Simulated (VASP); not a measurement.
# Ca2SnF6 (Fm-3m) in VASP: further runs, part 2 of 2

VASP 6.6.1. The steps go on from the part before.

**4. Single point, PBE**

This run uses another cell than the first one, of 15.71 Å³/atom, 1.129 times its volume.

File INCAR:

```
SYSTEM = Ca2SnF6
ALGO = Normal ; EDIFF = 1E-6
ENCUT = 520 ; GGA = PE
ISIF = 2 ; ISMEAR = 0
LASPH = .True. ; LCHARG = .True.
LELF = .True. ; LREAL = .False.
LVHAR = .True. ; LWAVE = .False.
NBANDS = 48 ; NELM = 100
PREC = Accurate ; SIGMA = 0.02
```

File KPOINTS:

```
k-points
0
Gamma
  6 6 6
  0 0 0
```

File POSCAR:

```
Ca2SnF6
1.0
    0.0000000000      4.1348313059      4.1348313059
    4.1348313059      0.0000000000      4.1348313059
    4.1348313059      4.1348313059      0.0000000000
Ca Sn F
2 1 6
Direct
    0.2500000000      0.2500000000      0.2500000000
    0.7500000000      0.7500000000      0.7500000000
    0.0000000000      0.0000000000      0.0000000000
    0.7326817418      0.2673182582      0.2673182582
    0.2673182582      0.7326817418      0.7326817418
    0.2673182582      0.7326817418      0.2673182582
    0.7326817418      0.2673182582      0.7326817418
    0.2673182582      0.2673182582      0.7326817418
    0.7326817418      0.7326817418      0.2673182582
```

Potentials or basis: VASP PAW PBE potentials, release 64 (Ca_sv, Sn_d, F).

Started as:

```sh
$ cat potpaw_PBE.64/Ca_sv/POTCAR potpaw_PBE.64/Sn_d/POTCAR potpaw_PBE.64/F/POTCAR > POTCAR
$ mpirun -np 1 vasp_std > vasp.out
```

OUTCAR:

```text
SYSTEM = Ca2SnF6
   EDIFF = 1E-6
   ENCUT = 520
   GGA = PE
   ISIF = 2
   ISMEAR = 0
   LASPH = .True.
   LREAL = .False.
   NELM = 100
   PREC = Accurate

 ion  position               nearest neighbor table
   1  0.250  0.250  0.250-
   2  0.750  0.750  0.750-
   3  0.000  0.000  0.000-   4 2.21   5 2.21   6 2.21   7 2.21   8 2.21   9 2.21
   4  0.733  0.267  0.267-   3 2.21
   5  0.267  0.733  0.733-   3 2.21
   6  0.267  0.733  0.267-   3 2.21
   7  0.733  0.267  0.733-   3 2.21
   8  0.267  0.267  0.733-   3 2.21
   9  0.733  0.733  0.267-   3 2.21

  LATTYP: Found a face centered cubic cell.
 ALAT       =     8.2696626118

  Lattice vectors:

 A1 = (   0.0000000000,   4.1348313059,   4.1348313059)
 A2 = (   4.1348313059,   0.0000000000,   4.1348313059)
 A3 = (   4.1348313059,   4.1348313059,   0.0000000000)

Analysis of symmetry for initial positions (statically):
[... 33 lines left out ...]
                                     Primitive cell

  volume of cell :     141.3850

  direct lattice vectors                    reciprocal lattice vectors
[... 148 lines left out ...]
 k-point     1 :       0.0000    0.0000    0.0000
  band No.  band energies     occupation
      1     -39.2703      2.00000
      2     -39.2644      2.00000
      3     -20.2004      2.00000
      4     -20.2004      2.00000
      5     -20.2004      2.00000
      6     -20.1707      2.00000
[... 805 lines left out ...]
     47       6.8591      0.00000
     48       6.9156      0.00000

------------------------ aborting loop because EDIFF is reached ----------------------------------------

  FORCE on cell =-STRESS in cart. coord.  units (eV):
  Direction    XX          YY          ZZ          XY          YZ          ZX
  --------------------------------------------------------------------------------------
  -------------------------------------------------------------------------------------
  Total       -0.0205960     -0.0205960     -0.0205960      0.0000000      0.0000000      0.0000000
  in kB       -0.2333939     -0.2333939     -0.2333939      0.0000000      0.0000000      0.0000000
  external PRESSURE =      -0.2333939 kB  Pullay stress =       0.0000000 kB

 VOLUME and BASIS-vectors are now :
 -----------------------------------------------------------------------------
  energy-cutoff  :      520.00
  volume of cell :      141.39
      direct lattice vectors                 reciprocal lattice vectors
     0.000000000  4.134831306  4.134831306    -0.120923918  0.120923918  0.120923918
     4.134831306  0.000000000  4.134831306     0.120923918 -0.120923918  0.120923918
     4.134831306  4.134831306  0.000000000     0.120923918  0.120923918 -0.120923918

 POSITION                                       TOTAL-FORCE (eV/Angst)
 -----------------------------------------------------------------------------------
      2.06742      2.06742      2.06742        -0.000000     -0.000000      0.000000
      6.20225      6.20225      6.20225        -0.000000     -0.000000      0.000000
      0.00000      0.00000      0.00000        -0.000000     -0.000000      0.000000
      2.21063      4.13483      4.13483         0.027178     -0.000000      0.000000
      6.05903      4.13483      4.13483        -0.027178     -0.000000      0.000000
      4.13483      2.21063      4.13483        -0.000000      0.027178      0.000000
      4.13483      6.05903      4.13483        -0.000000     -0.027178      0.000000
      4.13483      4.13483      2.21063        -0.000000     -0.000000      0.027178
      4.13483      4.13483      6.05903        -0.000000     -0.000000     -0.027178
 -----------------------------------------------------------------------------------
    total drift:                               -0.000000     -0.000000     -0.000000

  FREE ENERGIE OF THE ION-ELECTRON SYSTEM (eV)
  ---------------------------------------------------
  free  energy   TOTEN  =       -42.4261759268 eV

  energy  without entropy=      -42.4261759268  energy(sigma->0) =      -42.42617593
```

stdout:

```text
POSCAR found type information on POSCAR CaSnF
 POSCAR found :  3 types and       9 ions
 scaLAPACK will be used
 LDA part: xc-table for (Slater+PW92), standard interpolation
 POSCAR, INCAR and KPOINTS ok, starting setup
 FFT: planning ... GRIDC
 FFT: planning ... GRID_SOFT
 FFT: planning ... GRID
 WAVECAR not read
 entering main loop
```

It took 4.1 min on 1 thread of Oxide Virtual Turin-like, shared host; peak memory 0.34 GiB.

What came out:

| Quantity | Value |
| --- | --- |
| Free energy | -42.4262 eV |
| Pressure | 0.0 GPa |
| Largest force | 0.027 eV/Å |
| Band gap on the k mesh | 1.41 eV, indirect (least direct gap 1.80 eV) |

Forces on the atoms (eV/Å):
```
Ca   0.000  0.000  0.000
Ca   0.000  0.000  0.000
Sn   0.000  0.000  0.000
F    0.027  0.000  0.000
F   -0.027  0.000  0.000
F    0.000  0.027  0.000
F    0.000 -0.027  0.000
F    0.000  0.000  0.027
F    0.000  0.000 -0.027
```

Caveat: spin-orbit coupling is left out, which moves the levels of the heavy elements. PBE gaps usually lie below the measured ones, often by a third to a half.

**5. Summary**

| cell | k mesh | smearing | gap on the mesh (eV) | pressure (GPa) | largest force (eV/Å) |
| --- | --- | --- | --- | --- | --- |
| a = 5.616 Å, angles 60.0°, 9 atoms | 4 × 4 × 4 | gaussian 0.1 eV | none | 19.7 | - |
| a = 5.848 Å, angles 60.0°, 9 atoms | 4 × 4 × 4 | gaussian 0.1 eV | 1.41 | 0.0 | 0.03 |
| a = 5.848 Å, angles 60.0°, 9 atoms | 6 × 6 × 6 | gaussian 0.02 eV | 1.41 | 0.0 | 0.03 |

Alike in all rows: task single point; level PBE; potentials or basis VASP PAW PBE potentials, release 64 (Ca_sv, Sn_d, F); no spin polarisation; cutoff (eV) 520.

Caveats: spin-orbit coupling is left out, which moves the levels of the heavy elements.

Total energies depend on the potentials used, so only differences within one code and one set of settings carry meaning.
